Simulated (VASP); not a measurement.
Wanted: the native input for a VASP 6.6.1 run.

```
Task                   : single point
Functional             : LDA
Potentials or basis    : VASP PAW LDA potentials, release 64 (Ta_pv, As)
Cutoff                 : 520 eV
k mesh                 : 11 × 11 × 11
Occupations            : fermi-dirac, width 0.05 eV
Spin                   : no spin polarisation
Dipole correction      : no
Further INCAR settings : ALGO = Normal; EDIFF = 1e-07; NBANDS = 24
```

The structure of TaAs lies in POSCAR:

```
TaAs
1.0
   -1.6866644514      1.6866644514      5.7481540155
    1.6866644514     -1.6866644514      5.7481540155
    1.6866644514      1.6866644514     -5.7481540155
Ta As
2 2
Direct
    0.4999673000      0.4999673000      0.0000000000
    0.2499673000      0.7499673000      0.5000000000
    0.0826321200      0.0826321200      0.0000000000
    0.8326321200      0.3326321200      0.5000000000
```

These files were run (other wordings do the same):

INCAR

```
ALGO = Normal
EDIFF = 1E-7
ENCUT = 520
ISIF = 2
ISMEAR = -1
LASPH = T
LCHARG = F
LREAL = F
LWAVE = F
NBANDS = 24
NELM = 100
PREC = Accurate
SIGMA = 0.05
```

KPOINTS

```
k-points
0
Gamma
  11 11 11
```

Potentials or basis: VASP PAW LDA potentials, release 64 (Ta_pv, As).

Command:

```sh
$ cat potpaw_LDA.64/Ta_pv/POTCAR potpaw_LDA.64/As/POTCAR > POTCAR
$ mpirun -np 1 vasp_std > vasp.out
```

Results of the run:

| Item | Value |
| --- | --- |
| Pressure | 5.7 GPa |
| Largest force | 0.056 eV/Å |
| Band gap on the k mesh | zero (bands 16 and 17 overlap by 0.01 eV) |

Caveat: the cell stands under pressure; spin-orbit coupling is left out, which moves the levels of the heavy elements.

It took 2.5 min on 1 thread of Intel(R) Xeon(R) 6975P-C (Granite Rapids) (shared host), peak memory 0.38 GiB.
